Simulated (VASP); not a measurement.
Mg3CO3, 7 atoms in the cell. The cell holds a slab with vacuum, 7 atoms: a = 3.009 Å, b = 3.009 Å, c = 23.079 Å, α = 90.00°, β = 90.00°, γ = 120.00°. 

- Program: VASP 6.6.1
- Task: single point
- Functional: PBE
- Potentials or basis: VASP PAW PBE potentials, release 64 (O, Mg, C)
- Cutoff: 520 eV
- k mesh: 9 × 9 × 1
- Occupations: gaussian, width 0.05 eV
- Spin: collinear spin
- Starting moments: [0.0, 0.0, 0.0, 0.0, 0.0, 0.0, 2.0] μB
- Dipole correction: yes
- Further INCAR settings: ALGO = Normal; EDIFF = 1e-06; NBANDS = 27

Potentials or basis: VASP PAW PBE potentials, release 64 (O, Mg, C).

Launch:

```bash
$ cat potpaw_PBE.64/O/POTCAR potpaw_PBE.64/Mg/POTCAR potpaw_PBE.64/C/POTCAR > POTCAR
$ mpirun -np 1 vasp_std > vasp.out
```

Hardware: 1 thread of Intel(R) Xeon(R) Platinum 8559C (Emerald Rapids), with other jobs on the host.

Task: Estimate the wall time of this run.

Result: It took 16 min on 1 thread of Intel(R) Xeon(R) Platinum 8559C (Emerald Rapids) (shared host), peak memory 0.51 GiB. Counts: scf iterations 57, k points 25.
